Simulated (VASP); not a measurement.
CuO:

```
Cu O
1.0
     2.86017    0.00000    0.00000
     0.03881    2.85995    0.00000
     0.01738    0.01713    5.14160
Cu O
2 2
Direct
  0.00000 0.50000 0.00000
  0.50000 0.00000 0.50000
  0.99842 0.00167 0.74989
  0.00158 0.99833 0.25011
```

Program: VASP 6.6.1. Alike in all runs: task single point; potentials or basis VASP PAW PBE potentials, release 64 (Cu, O); no spin polarisation; cell as given; k mesh 9 × 9 × 5; cutoff (eV) 520; smearing fermi-dirac 0.05 eV.

Task: Order these runs on this cell by their pressure, lowest first.
A. level PBE
B. level PBEsol
C. level RPBE

Result: B (2.3 GPa), A (10.4 GPa), C (15.9 GPa).

Caveats: the PAW data sets were made with another functional, which shifts forces and pressure a little (some runs).
